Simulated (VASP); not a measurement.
# LiF (I4/mmm) in VASP: further runs, part 2 of 3

VASP 6.6.1.

### 3 Single point, r2SCAN (strain -0.0750 x Voigt [0, 1, 0, 0, 0, 0])

File POSCAR:

```
LiF
1.0
    0.0000000000      1.8629500000      2.0140000000
    2.0140000000      0.0000000000      2.0140000000
    2.0140000000      1.8629500000      0.0000000000
Li F
1 1
Direct
    0.0000000000      0.0000000000      0.0000000000
    0.5000000000      0.5000000000      0.5000000000
```

File INCAR.step1:

```
SYSTEM = LiF
  PREC = Accurate
  ENCUT = 520
  ISMEAR = 0
  SIGMA = 0.05
  LREAL = .FALSE.
  LASPH = .TRUE.
  NELM = 60
  NBANDS = 12
  GGA = PE
  ALGO = Normal
  EDIFF = 1E-4
  LWAVE = .TRUE.
  LCHARG = .FALSE.
```

File INCAR.step2:

```
SYSTEM = LiF
  PREC = Accurate
  ENCUT = 520
  EDIFF = 1E-6
  ISMEAR = 0
  SIGMA = 0.05
  LREAL = .FALSE.
  LASPH = .TRUE.
  NELM = 60
  ALGO = Normal
  ISIF = 2
  LWAVE = .FALSE.
  LCHARG = .FALSE.
  METAGGA = R2SCAN
  LMIXTAU = .TRUE.
  NBANDS = 12
  ISTART = 1
```

File KPOINTS:

```
regular mesh
0
G
  10 10 10
  0 0 0
```

Potentials or basis: VASP PAW PBE potentials, release 64 (Li_sv, F).

Run with:

```bash
cat potpaw_PBE.64/Li_sv/POTCAR potpaw_PBE.64/F/POTCAR > POTCAR
cp INCAR.step1 INCAR
mpirun -np 1 vasp_std > vasp.out
cp INCAR.step2 INCAR
mpirun -np 1 vasp_std > vasp.out
```

OUTCAR:

```text
SYSTEM = LiF
   PREC = Accurate
   ENCUT = 520
   EDIFF = 1E-6
   ISMEAR = 0
   LREAL = .FALSE.
   LASPH = .TRUE.
   NELM = 60
   ISIF = 2
   METAGGA = R2SCAN
   ISTART = 1

 ion  position               nearest neighbor table
   1  0.000  0.000  0.000-   2 1.86   2 1.86   2 2.01   2 2.01   2 2.01   2 2.01
   2  0.500  0.500  0.500-   1 1.86   1 1.86   1 2.01   1 2.01   1 2.01   1 2.01

  LATTYP: Found a body centered tetragonal cell.
 ALAT       =     2.8482261146
 C/A-ratio  =     1.3081475452

  Lattice vectors:

 A1 = (   0.0000000000,  -1.8629500000,   2.0140000000)
 A2 = (   0.0000000000,  -1.8629500000,  -2.0140000000)
 A3 = (   2.0140000000,   1.8629500000,   0.0000000000)

Analysis of symmetry for initial positions (statically):
=====================================================================
 Subroutine PRICEL returns:
 Original cell was already a primitive cell.

 Routine SETGRP: Setting up the symmetry group for a
 body centered tetragonal supercell.

 Subroutine GETGRP returns: Found 16 space group operations
 (whereof 16 operations were pure point group operations)
 out of a pool of 16 trial point group operations.

The static configuration has the point symmetry D_4h.

Analysis of symmetry for dynamics (positions and initial velocities):
=====================================================================
 Subroutine PRICEL returns:
 Original cell was already a primitive cell.

 Routine SETGRP: Setting up the symmetry group for a
 body centered tetragonal supercell.

 Subroutine GETGRP returns: Found 16 space group operations
 (whereof 16 operations were pure point group operations)
 out of a pool of 16 trial point group operations.

The dynamic configuration has the point symmetry D_4h.

 Subroutine INISYM returns: Found 16 space group operations
 (whereof 16 operations are pure point group operations),
 and found     1 'primitive' translations

----------------------------------------------------------------------------------------

                                     Primitive cell

  volume of cell :      15.1130

[... 113 lines left out ...]
   METAGGA = R2SCAN    functional components
   LHFCALC =     F    Hartree Fock is set to
   AEXX    =    0.0000 exact exchange contribution
   IVDW    =     0    specifies the selected vdW correction
   LEPSILON=     F    determine dielectric tensor
   LRPA    =     F    only Hartree local field effects (RPA)
 non-spin polarized calculation
 Gauss-broadening in eV      SIGMA  =   0.05
  energy-cutoff  :      520.00
  volume of cell :       15.11
 maximum number of plane-waves:       427
   NGX = 11   NGY = 11   NGZ = 11

 number of electron       9.9999995 magnetization

 Free energy of the ion-electron system (eV)
  ---------------------------------------------------
  ext. energy  EPLUGINS =         0.00000000
  ---------------------------------------------------
  free energy    TOTEN  =       -11.86567256 eV

  energy without entropy =      -11.86567256  energy(sigma->0) =      -11.86567256

 E-fermi :  -0.7911     XC(G=0): -10.9553

 val. band max:       -1.0886335569   @ k =   0.0000   0.0000   0.0000
 cond. band min:       9.8453676674   @ k =   0.0000   0.0000   0.0000
 fundamental gap:     10.9340012242
 Fermi energy:        -0.7911205394

 k-point     1 :       0.0000    0.0000    0.0000
  band No.  band energies     occupation
      1     -43.0588      2.00000
      2     -22.4684      2.00000
      3      -1.3245      2.00000
      4      -1.0887      2.00000
      5      -1.0886      2.00000
      6       9.8454      0.00000
      7      24.9879      0.00000
      8      24.9890      0.00000
      9      25.3615      0.00000
     10      25.3649      0.00000
     11      25.6497      0.00000
     12      27.6834      0.00000
[... 331 lines left out ...]
 k-point    24 :       0.4000    0.3000    0.0000
  band No.  band energies     occupation
      1     -42.9817      2.00000
      2     -21.9030      2.00000
      3      -3.7532      2.00000
      4      -2.2522      2.00000
      5      -1.8088      2.00000
      6      13.6401      0.00000
      7      17.5425      0.00000
      8      19.7976      0.00000
      9      21.9280      0.00000
     10      23.3611      0.00000
     11      35.6910      0.00000
     12      37.0102      0.00000

 [... further k-points ...]
[... 5 lines left out ...]
  --------------------------------------------------------------------------------------
  -------------------------------------------------------------------------------------
  Total        0.0908722      1.1782735      0.0908722     -0.0000000      0.0000000      0.0000000
  in kB        9.6336597    124.9126875      9.6336597     -0.0000000      0.0000000      0.0000000
  external PRESSURE =      48.0600023 kB  Pullay stress =       0.0000000 kB

 VOLUME and BASIS-vectors are now :
 -----------------------------------------------------------------------------
  energy-cutoff  :      520.00
  volume of cell :       15.11
      direct lattice vectors                 reciprocal lattice vectors
     0.000000000  1.862950000  2.014000000    -0.248262165  0.268391530  0.248262165
     2.014000000  0.000000000  2.014000000     0.248262165 -0.268391530  0.248262165
     2.014000000  1.862950000  0.000000000     0.248262165  0.268391530 -0.248262165

 POSITION                                       TOTAL-FORCE (eV/Angst)
 -----------------------------------------------------------------------------------
      0.00000      0.00000      0.00000         0.000000      0.000000     -0.000000
      2.01400      1.86295      2.01400         0.000000     -0.000000      0.000000
 -----------------------------------------------------------------------------------
    total drift:                                0.000000      0.000000      0.000000

  FREE ENERGIE OF THE ION-ELECTRON SYSTEM (eV)
  ---------------------------------------------------
  free  energy   TOTEN  =       -11.8656725555 eV

  energy  without entropy=      -11.8656725555  energy(sigma->0) =      -11.86567256
```

It took 1.8 min on 1 thread of Intel Xeon 8259CL, shared host; peak memory 0.14 GiB.

Results:

| Quantity | Value |
| --- | --- |
| Free energy | -11.8657 eV |
| Band gap on the k mesh | 10.93 eV |

Levels at points of the mesh, in eV from the valence-band top:
```
           k point  band 1  band 2  band 3  band 4  band 5  band 6  band 7  band 8  band 9  band 10
(0.00, 0.00, 0.00)  -41.97  -21.38   -0.24    0.00    0.00   10.93   26.08   26.08   26.45    26.45
(0.50, 0.00, 0.00)  -41.89  -20.92   -2.78   -0.43   -0.25   12.21   19.03   20.27   21.98    33.30
(0.50, 0.50, 0.00)  -41.88  -20.63   -3.46   -1.38   -0.85   16.30   18.23   20.06   22.60    24.13
(0.50, 0.00, 0.50)  -41.86  -20.53   -3.36   -1.38   -1.38   17.02   17.91   20.20   22.10    22.10
```

Caveat: the cell differs from its parent crystal (strain -0.0750 x Voigt [0, 1, 0, 0, 0, 0]); the cutoff is under 1.25 times the usual one of these potentials, so pressure, stress and relaxed cells hold a basis-set (Pulay) error; the PAW data sets were made with another functional, which shifts forces and pressure a little. A k mesh can miss the band edges.

### 4 Single point, r2SCAN (strain -0.0500 x Voigt [0, 1, 0, 0, 0, 0])

File POSCAR:

```
LiF
1.0
    0.0000000000      1.9133000000      2.0140000000
    2.0140000000      0.0000000000      2.0140000000
    2.0140000000      1.9133000000      0.0000000000
Li F
1 1
Direct
    0.0000000000      0.0000000000      0.0000000000
    0.5000000000      0.5000000000      0.5000000000
```

File INCAR.step1:

```
PREC     = Accurate       # precision mode
ENCUT    = 520            # plane-wave cutoff, eV
ISMEAR   = 0              # smearing method
SIGMA    = 0.05           # smearing width, eV
LREAL    = F              # projectors in reciprocal space
LASPH    = T              # aspherical terms in the spheres
NELM     = 60             # most SCF steps
NBANDS   = 12             # bands
GGA      = PE             # functional
ALGO     = Normal         # electronic algorithm
EDIFF    = 1E-4           # SCF threshold, eV
LWAVE    = T              # write WAVECAR
LCHARG   = F              # write CHGCAR
```

File INCAR.step2:

```
PREC     = Accurate       # precision mode
ENCUT    = 520            # plane-wave cutoff, eV
EDIFF    = 1E-7           # SCF threshold, eV
ISMEAR   = 0              # smearing method
SIGMA    = 0.05           # smearing width, eV
LREAL    = F              # projectors in reciprocal space
LASPH    = T              # aspherical terms in the spheres
NELM     = 60             # most SCF steps
ALGO     = Normal         # electronic algorithm
ISIF     = 2              # what is computed and relaxed
LWAVE    = F              # write WAVECAR
LCHARG   = F              # write CHGCAR
METAGGA  = R2SCAN         # meta-GGA
LMIXTAU  = T            
NBANDS   = 12             # bands
ISTART   = 1
```

File KPOINTS:

```
regular mesh
0
Gamma
  10 10 10
```

Potentials or basis: VASP PAW PBE potentials, release 64 (Li_sv, F).

Run with:

```bash
cat potpaw_PBE.64/Li_sv/POTCAR potpaw_PBE.64/F/POTCAR > POTCAR
cp INCAR.step1 INCAR
mpirun -np 1 vasp_std > vasp.out
cp INCAR.step2 INCAR
mpirun -np 1 vasp_std > vasp.out
```

OUTCAR:

```text
PREC = Accurate
   ENCUT = 520
   EDIFF = 1E-7
   ISMEAR = 0
   LREAL = F
   LASPH = T
   NELM = 60
   ISIF = 2
   METAGGA = R2SCAN
   ISTART = 1

 ion  position               nearest neighbor table
   1  0.000  0.000  0.000-   2 1.91   2 1.91   2 2.01   2 2.01   2 2.01   2 2.01
   2  0.500  0.500  0.500-   1 1.91   1 1.91   1 2.01   1 2.01   1 2.01   1 2.01

  LATTYP: Found a body centered tetragonal cell.
 ALAT       =     2.8482261146
 C/A-ratio  =     1.3435028843

  Lattice vectors:

 A1 = (   0.0000000000,  -1.9133000000,   2.0140000000)
 A2 = (   0.0000000000,  -1.9133000000,  -2.0140000000)
 A3 = (   2.0140000000,   1.9133000000,   0.0000000000)

Analysis of symmetry for initial positions (statically):
=====================================================================
 Subroutine PRICEL returns:
 Original cell was already a primitive cell.

 Routine SETGRP: Setting up the symmetry group for a
 body centered tetragonal supercell.

 Subroutine GETGRP returns: Found 16 space group operations
 (whereof 16 operations were pure point group operations)
 out of a pool of 16 trial point group operations.

The static configuration has the point symmetry D_4h.

Analysis of symmetry for dynamics (positions and initial velocities):
=====================================================================
 Subroutine PRICEL returns:
 Original cell was already a primitive cell.

 Routine SETGRP: Setting up the symmetry group for a
 body centered tetragonal supercell.

 Subroutine GETGRP returns: Found 16 space group operations
 (whereof 16 operations were pure point group operations)
 out of a pool of 16 trial point group operations.

The dynamic configuration has the point symmetry D_4h.

 Subroutine INISYM returns: Found 16 space group operations
 (whereof 16 operations are pure point group operations),
 and found     1 'primitive' translations

----------------------------------------------------------------------------------------

[... 116 lines left out ...]
   LORBIT       =      0    0 simple, 1 ext, 2 COOP (PROOUT), +10 PAW based schemes
   METAGGA = R2SCAN    functional components
   LHFCALC =     F    Hartree Fock is set to
   AEXX    =    0.0000 exact exchange contribution
   IVDW    =     0    specifies the selected vdW correction
   LEPSILON=     F    determine dielectric tensor
   LRPA    =     F    only Hartree local field effects (RPA)
 non-spin polarized calculation
 Gauss-broadening in eV      SIGMA  =   0.05
  energy-cutoff  :      520.00
  volume of cell :       15.52
 maximum number of plane-waves:       435
 NGX is ok and might be reduce to    24
   NGX = 11   NGY = 11   NGZ = 11

 number of electron       9.9999998 magnetization

 Free energy of the ion-electron system (eV)
  ---------------------------------------------------
  ext. energy  EPLUGINS =         0.00000000
  ---------------------------------------------------
  free energy    TOTEN  =       -11.89124455 eV

  energy without entropy =      -11.89124455  energy(sigma->0) =      -11.89124455

 E-fermi :  -0.8605     XC(G=0): -10.8170

 val. band max:       -1.2829165056   @ k =   0.0000   0.0000   0.0000
 cond. band min:       9.4299903735   @ k =   0.0000   0.0000   0.0000
 fundamental gap:     10.7129068791
 Fermi energy:        -0.8605295500

 k-point     1 :       0.0000    0.0000    0.0000
  band No.  band energies     occupation
      1     -43.2820      2.00000
      2     -22.5638      2.00000
      3      -1.4269      2.00000
      4      -1.2829      2.00000
      5      -1.2829      2.00000
      6       9.4300      0.00000
      7      24.5691      0.00000
      8      24.5692      0.00000
      9      24.9978      0.00000
     10      25.0406      0.00000
     11      25.0411      0.00000
     12      26.5088      0.00000
[... 331 lines left out ...]
 k-point    24 :       0.4000    0.3000    0.0000
  band No.  band energies     occupation
      1     -43.2124      2.00000
      2     -22.0184      2.00000
      3      -3.8163      2.00000
      4      -2.3322      2.00000
      5      -2.0329      2.00000
      6      13.2927      0.00000
      7      17.0803      0.00000
      8      19.3557      0.00000
      9      21.3314      0.00000
     10      22.5268      0.00000
     11      35.1611      0.00000
     12      36.2630      0.00000

 [... further k-points ...]
[... 5 lines left out ...]
  --------------------------------------------------------------------------------------
  -------------------------------------------------------------------------------------
  Total       -0.0403405      0.5802173     -0.0403405      0.0000000      0.0000000      0.0000000
  in kB       -4.1640910     59.8920557     -4.1640910      0.0000000      0.0000000      0.0000000
  external PRESSURE =      17.1879579 kB  Pullay stress =       0.0000000 kB

 VOLUME and BASIS-vectors are now :
 -----------------------------------------------------------------------------
  energy-cutoff  :      520.00
  volume of cell :       15.52
      direct lattice vectors                 reciprocal lattice vectors
     0.000000000  1.913300000  2.014000000    -0.248262165  0.261328595  0.248262165
     2.014000000  0.000000000  2.014000000     0.248262165 -0.261328595  0.248262165
     2.014000000  1.913300000  0.000000000     0.248262165  0.261328595 -0.248262165

 POSITION                                       TOTAL-FORCE (eV/Angst)
 -----------------------------------------------------------------------------------
      0.00000      0.00000      0.00000         0.000000     -0.000000     -0.000000
      2.01400      1.91330      2.01400        -0.000000      0.000000      0.000000
 -----------------------------------------------------------------------------------
    total drift:                               -0.000000     -0.000000      0.000000

  FREE ENERGIE OF THE ION-ELECTRON SYSTEM (eV)
  ---------------------------------------------------
  free  energy   TOTEN  =       -11.8912445477 eV

  energy  without entropy=      -11.8912445477  energy(sigma->0) =      -11.89124455
```

OSZICAR.step1:

```text
N       E                     dE             d eps       ncg     rms          rms(c)
DAV:   1     0.315380783320E+02    0.31538E+02   -0.55405E+03  2520   0.860E+02
DAV:   2    -0.904751411285E+01   -0.40586E+02   -0.39645E+02  2932   0.189E+02
DAV:   3    -0.101122319313E+02   -0.10647E+01   -0.10622E+01  3248   0.266E+01
DAV:   4    -0.101218560223E+02   -0.96241E-02   -0.96238E-02  2744   0.271E+00
DAV:   5    -0.101219707150E+02   -0.11469E-03   -0.11469E-03  3196   0.214E-01    0.456E+00
DAV:   6    -0.959500621853E+01    0.52696E+00   -0.24429E+00  2796   0.984E+00    0.135E+00
DAV:   7    -0.959939194289E+01   -0.43857E-02   -0.20454E-02  3232   0.125E+00    0.853E-01
DAV:   8    -0.960606579716E+01   -0.66739E-02   -0.14294E-02  3000   0.124E+00    0.108E-01
DAV:   9    -0.960608767208E+01   -0.21875E-04   -0.93581E-04  2796   0.275E-01
   1 F= -.96060877E+01 E0= -.96060877E+01  d E =-.686710E-17
```

It took 90 s on 1 thread of Intel Xeon 8259CL, shared host; peak memory 0.14 GiB.

What came out:

```
Free energy            : -11.8912 eV
Band gap on the k mesh : 10.71 eV
```

Levels at points of the mesh, in eV from the valence-band top:
```tsv
k point	band 1	band 2	band 3	band 4	band 5	band 6	band 7	band 8	band 9	band 10
(0.00, 0.00, 0.00)	-42.00	-21.28	-0.14	0.00	0.00	10.71	25.85	25.85	26.28	26.32
(0.50, 0.00, 0.00)	-41.93	-20.84	-2.68	-0.36	-0.25	12.08	18.73	20.33	21.40	32.95
(0.50, 0.50, 0.00)	-41.91	-20.56	-3.29	-1.25	-0.91	16.21	17.94	19.73	22.36	23.32
(0.50, 0.00, 0.50)	-41.90	-20.49	-3.24	-1.24	-1.24	17.17	17.25	19.81	22.03	22.03
```

Caveat: the cell differs from its parent crystal (strain -0.0500 x Voigt [0, 1, 0, 0, 0, 0]); the cutoff is under 1.25 times the usual one of these potentials, so pressure, stress and relaxed cells hold a basis-set (Pulay) error; the PAW data sets were made with another functional, which shifts forces and pressure a little. A k mesh can miss the band edges.

(Continued in part 3 of 3.)
